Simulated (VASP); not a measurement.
# CaO in VASP: notebook, part 2 of 3

VASP 6.6.1. The steps go on from the part before.

## 3. Single point, r2SCAN (strain along [111] -0.5%)

Contents of POSCAR:

```
CaO
1.0
   -0.0079918338      2.3895582928      2.3895582928
    2.3895582928     -0.0079918338      2.3895582928
    2.3895582928      2.3895582928     -0.0079918338
Ca O
1 1
Direct
    0.0000000000      0.0000000000      0.0000000000
    0.5000000000      0.5000000000      0.5000000000
```

Contents of INCAR.step1:

```
PREC = Accurate ; ENCUT = 520
ISMEAR = 0 ; SIGMA = 0.01
LREAL = False ; LASPH = True
NELM = 80 ; NBANDS = 15
GGA = PE ; ALGO = Normal
EDIFF = 1E-4 ; LWAVE = True
LCHARG = False
```

Contents of INCAR.step2:

```
PREC = Accurate ; ENCUT = 520
EDIFF = 1E-6 ; ISMEAR = 0
SIGMA = 0.01 ; LREAL = False
LASPH = True ; NELM = 80
ALGO = Normal ; ISIF = 2
LWAVE = False ; LCHARG = False
METAGGA = R2SCAN ; LMIXTAU = True
NBANDS = 15 ; ISTART = 1
```

Contents of KPOINTS:

```
regular mesh
0
Gamma
  10 10 10
```

Potentials or basis: VASP PAW PBE potentials, release 64 (Ca_sv, O).

On the command line:

```sh
$ cat potpaw_PBE.64/Ca_sv/POTCAR potpaw_PBE.64/O/POTCAR > POTCAR
$ cp INCAR.step1 INCAR
$ mpirun -np 1 vasp_std > vasp.out
$ cp INCAR.step2 INCAR
$ mpirun -np 1 vasp_std > vasp.out
```

It took 2.1 min on 1 thread of AMD EPYC 9R45 (Zen 5), shared host; peak memory 0.17 GiB.

Results (log left out):

```yaml
Free_energy: -19.4515 eV
Pressure: 1.7 GPa
Band_gap_on_the_k_mesh: 4.17 eV (least direct gap 4.55 eV)
```

Stress tensor (GPa, compression positive):
```
1.65 0.26 0.26
0.26 1.65 0.26
0.26 0.26 1.65
```

Levels at points of the mesh, in eV from the valence-band top:
| k point | band 4 | band 5 | band 6 | band 7 | band 8 | band 9 | band 10 | band 11 | band 12 | band 13 |
| --- | --- | --- | --- | --- | --- | --- | --- | --- | --- | --- |
| (0.00, 0.00, 0.00) | -18.90 | -16.51 | -0.02 | -0.02 | 0.00 | 5.52 | 6.85 | 6.85 | 6.91 | 8.49 |
| (0.50, 0.00, 0.00) | -18.95 | -15.17 | -2.65 | -1.24 | -1.21 | 7.74 | 9.07 | 9.12 | 9.30 | 11.28 |
| (0.50, 0.50, 0.00) | -19.13 | -16.29 | -1.30 | -0.39 | -0.37 | 4.17 | 8.84 | 9.69 | 10.30 | 10.31 |
| (0.50, 0.50, 0.50) | -18.95 | -15.18 | -2.64 | -1.25 | -1.25 | 7.76 | 9.12 | 9.12 | 9.30 | 11.29 |

Caveat: the cell differs from its parent crystal (strain along [111] -0.5%); the PAW data sets were made with another functional, which shifts forces and pressure a little. A k mesh can miss the band edges.

## 4. Single point, r2SCAN (shear xy strain -2.0%)

Contents of POSCAR:

```
CaO
1.0
   -0.0239755013      2.3975501265      2.3975501265
    2.3975501265     -0.0239755013      2.3975501265
    2.3735746253      2.3735746253      0.0000000000
Ca O
1 1
Direct
    0.0000000000      0.0000000000      0.0000000000
    0.5000000000      0.5000000000      0.5000000000
```

Contents of INCAR.step1:

```
SYSTEM = CaO
ALGO     = Normal         ! electronic algorithm
EDIFF    = 1E-4           ! SCF threshold, eV
ENCUT    = 520            ! plane-wave cutoff, eV
GGA      = PE             ! functional
ISMEAR   = 0              ! smearing method
LASPH    = .TRUE.         ! aspherical terms in the spheres
LCHARG   = .FALSE.        ! write CHGCAR
LREAL    = .FALSE.        ! projectors in reciprocal space
LWAVE    = .TRUE.         ! write WAVECAR
NBANDS   = 15             ! bands
NELM     = 100            ! most SCF steps
PREC     = Accurate       ! precision mode
SIGMA    = 0.01           ! smearing width, eV
```

Contents of INCAR.step2:

```
SYSTEM = CaO
ALGO     = Normal         ! electronic algorithm
EDIFF    = 1E-7           ! SCF threshold, eV
ENCUT    = 520            ! plane-wave cutoff, eV
ISIF     = 2              ! what is computed and relaxed
ISMEAR   = 0              ! smearing method
ISTART   = 1            
LASPH    = .TRUE.         ! aspherical terms in the spheres
LCHARG   = .FALSE.        ! write CHGCAR
LMIXTAU  = .TRUE.       
LREAL    = .FALSE.        ! projectors in reciprocal space
LWAVE    = .FALSE.        ! write WAVECAR
METAGGA  = R2SCAN         ! meta-GGA
NBANDS   = 15             ! bands
NELM     = 100            ! most SCF steps
PREC     = Accurate       ! precision mode
SIGMA    = 0.01           ! smearing width, eV
```

Contents of KPOINTS:

```
k-points
0
G
  10 10 10
  0 0 0
```

Potentials or basis: VASP PAW PBE potentials, release 64 (Ca_sv, O).

On the command line:

```sh
$ cat potpaw_PBE.64/Ca_sv/POTCAR potpaw_PBE.64/O/POTCAR > POTCAR
$ cp INCAR.step1 INCAR
$ mpirun -np 1 vasp_std > vasp.out
$ cp INCAR.step2 INCAR
$ mpirun -np 1 vasp_std > vasp.out
```

OUTCAR:

```text
SYSTEM = CaO
   EDIFF = 1E-7
   ENCUT = 520
   ISIF = 2
   ISMEAR = 0
   ISTART = 1
   LASPH = .TRUE.
   LREAL = .FALSE.
   METAGGA = R2SCAN
   NELM = 100
   PREC = Accurate

 ion  position               nearest neighbor table
   1  0.000  0.000  0.000-   2 2.40   2 2.40   2 2.40   2 2.40   2 2.40   2 2.40
   2  0.500  0.500  0.500-   1 2.40   1 2.40   1 2.40   1 2.40   1 2.40   1 2.40

  LATTYP: Found a body centered orthorhombic cell.
 ALAT       =     3.3567414264
 B/A-ratio  =     1.0202020202
 C/A-ratio  =     1.4284985478

  Lattice vectors:

 A1 = (   0.0239755013,  -2.3975501265,  -2.3975501265)
 A2 = (  -0.0239755012,   2.3975501266,  -2.3975501265)
 A3 = (   2.3975501265,  -0.0239755013,   2.3975501265)

Analysis of symmetry for initial positions (statically):
=====================================================================
 Subroutine PRICEL returns:
 Original cell was already a primitive cell.

 Routine SETGRP: Setting up the symmetry group for a
 body centered orthorhombic supercell.

 Subroutine GETGRP returns: Found  8 space group operations
 (whereof  8 operations were pure point group operations)
 out of a pool of  8 trial point group operations.

The static configuration has the point symmetry D_2h.

Analysis of symmetry for dynamics (positions and initial velocities):
=====================================================================
 Subroutine PRICEL returns:
 Original cell was already a primitive cell.

 Routine SETGRP: Setting up the symmetry group for a
 body centered orthorhombic supercell.

 Subroutine GETGRP returns: Found  8 space group operations
 (whereof  8 operations were pure point group operations)
 out of a pool of  8 trial point group operations.

The dynamic configuration has the point symmetry D_2h.

 Subroutine INISYM returns: Found  8 space group operations
 (whereof  8 operations are pure point group operations),
 and found     1 'primitive' translations

----------------------------------------------------------------------------------------

[... 124 lines left out ...]
 Gauss-broadening in eV      SIGMA  =   0.01
  energy-cutoff  :      520.00
  volume of cell :       27.56
 maximum number of plane-waves:       755
 NGX is ok and might be reduce to    28
   NGX = 13   NGY = 13   NGZ = 13

 number of electron      15.9999997 magnetization

 Free energy of the ion-electron system (eV)
  ---------------------------------------------------
  ext. energy  EPLUGINS =         0.00000000
  ---------------------------------------------------
  free energy    TOTEN  =       -19.45033892 eV

  energy without entropy =      -19.45033892  energy(sigma->0) =      -19.45033892

 E-fermi :   2.1638     XC(G=0): -11.1125

 val. band max:        2.0917943891   @ k =   0.0000   0.0000   0.0000
 cond. band min:       6.2411227229   @ k =   0.5000   0.5000   0.0000
 fundamental gap:      4.1493283338
 Fermi energy:         2.1638314064

 k-point     1 :       0.0000    0.0000    0.0000
  band No.  band energies     occupation
      1     -36.9723      2.00000
      2     -16.8589      2.00000
      3     -16.8589      2.00000
      4     -16.8584      2.00000
      5     -14.4307      2.00000
      6       2.0238      2.00000
      7       2.0559      2.00000
      8       2.0918      2.00000
      9       7.5388      0.00000
     10       8.8237      0.00000
     11       8.9270      0.00000
     12       9.0287      0.00000
     13      10.5362      0.00000
     14      10.5373      0.00000
[... 401 lines left out ...]
      2     -17.5588      2.00000
      3     -17.0648      2.00000
      4     -17.0277      2.00000
      5     -13.8737      2.00000
      6       0.3828      2.00000
      7       1.4736      2.00000
      8       1.6541      2.00000
      9       6.9184      0.00000
     10      10.4930      0.00000
     11      11.6059      0.00000
     12      11.6485      0.00000
     13      11.8177      0.00000
     14      13.7568      0.00000
     15      18.7809      0.00000

 [... further k-points ...]

------------------------ aborting loop because EDIFF is reached ----------------------------------------

  FORCE on cell =-STRESS in cart. coord.  units (eV):
  Direction    XX          YY          ZZ          XY          YZ          ZX
  --------------------------------------------------------------------------------------
  -------------------------------------------------------------------------------------
  Total        0.1842923      0.1842923      0.1773704      0.2696900     -0.0000000     -0.0000000
  in kB       10.7134212     10.7134212     10.3110288     15.6778261     -0.0000000     -0.0000000
  external PRESSURE =      10.5792904 kB  Pullay stress =       0.0000000 kB

 VOLUME and BASIS-vectors are now :
 -----------------------------------------------------------------------------
  energy-cutoff  :      520.00
  volume of cell :       27.56
      direct lattice vectors                 reciprocal lattice vectors
    -0.023975501  2.397550127  2.397550127    -0.206481399  0.206481399  0.208546213
     2.397550127 -0.023975501  2.397550127     0.206481399 -0.206481399  0.208546213
     2.373574625  2.373574625  0.000000000     0.210652741  0.210652741 -0.208546213

 POSITION                                       TOTAL-FORCE (eV/Angst)
 -----------------------------------------------------------------------------------
      0.00000      0.00000      0.00000         0.000000      0.000000      0.000000
      2.37357      2.37357      2.39755        -0.000000     -0.000000     -0.000000
 -----------------------------------------------------------------------------------
    total drift:                                0.000000      0.000000      0.000000

  FREE ENERGIE OF THE ION-ELECTRON SYSTEM (eV)
  ---------------------------------------------------
  free  energy   TOTEN  =       -19.4503389187 eV

  energy  without entropy=      -19.4503389187  energy(sigma->0) =      -19.45033892
```

OUTCAR.step1:

```text
SYSTEM = CaO
   EDIFF = 1E-4
   ENCUT = 520
   GGA = PE
   ISMEAR = 0
   LASPH = .TRUE.
   LREAL = .FALSE.
[... 655 lines left out ...]
      0.00000      0.00000      0.00000         0.000000      0.000000      0.000000
      2.37357      2.37357      2.39755        -0.000000     -0.000000     -0.000000
 -----------------------------------------------------------------------------------
    total drift:                                0.000000      0.000000      0.000000

  FREE ENERGIE OF THE ION-ELECTRON SYSTEM (eV)
  ---------------------------------------------------
  free  energy   TOTEN  =       -12.7950606049 eV

  energy  without entropy=      -12.7950606049  energy(sigma->0) =      -12.79506060
```

OSZICAR.step1:

```text
N       E                     dE             d eps       ncg     rms          rms(c)
DAV:   1     0.124339315027E+03    0.12434E+03   -0.83843E+03  5130   0.109E+03
DAV:   2    -0.937963159317E+01   -0.13372E+03   -0.12468E+03  6449   0.290E+02
DAV:   3    -0.143806809802E+02   -0.50010E+01   -0.49727E+01  6076   0.585E+01
DAV:   4    -0.145061496344E+02   -0.12547E+00   -0.12540E+00  7358   0.839E+00
DAV:   5    -0.145077680365E+02   -0.16184E-02   -0.16184E-02  5953   0.859E-01    0.857E+00
DAV:   6    -0.128699744480E+02    0.16378E+01   -0.50700E+00  5888   0.221E+01    0.357E+00
DAV:   7    -0.127984628764E+02    0.71512E-01   -0.40651E-01  5795   0.660E+00    0.180E+00
DAV:   8    -0.127959662119E+02    0.24967E-02   -0.75351E-02  6698   0.296E+00    0.421E-01
DAV:   9    -0.127944299424E+02    0.15363E-02   -0.46701E-03  5291   0.572E-01    0.109E-01
DAV:  10    -0.127950853067E+02   -0.65536E-03   -0.72543E-04  6474   0.244E-01    0.417E-02
DAV:  11    -0.127950606049E+02    0.24702E-04   -0.43102E-05  4231   0.838E-02
   1 F= -.12795061E+02 E0= -.12795061E+02  d E =-.123738E-92
```

It took 3.6 min on 1 thread of AMD EPYC 9R45 (Zen 5), shared host; peak memory 0.19 GiB.

Results:

```
Free energy            : -19.4503 eV
Pressure               : 1.1 GPa
Band gap on the k mesh : 4.15 eV (least direct gap 4.51 eV)
```

Stress tensor (GPa, compression positive):
```
1.07 1.57 0.00
1.57 1.07 0.00
0.00 0.00 1.03
```

Levels at points of the mesh, in eV from the valence-band top:
```
           k point  band 6  band 7  band 8  band 9  band 10  band 11
(0.00, 0.00, 0.00)   -0.07   -0.04    0.00    5.45     6.73     6.84
(0.50, 0.00, 0.00)   -2.66   -1.25   -1.17    7.66     8.95     9.08
(0.50, 0.50, 0.00)   -1.33   -0.45   -0.36    4.15     8.78     9.64
(0.00, 0.00, 0.50)   -2.66   -1.32   -1.24    7.71     9.02     9.16
(0.50, 0.00, 0.50)   -1.33   -0.41   -0.41    4.15     8.77     9.63
```

Caveat: the cell differs from its parent crystal (shear xy strain -2.0%); the PAW data sets were made with another functional, which shifts forces and pressure a little. A k mesh can miss the band edges.

[end of part 2 of 3]
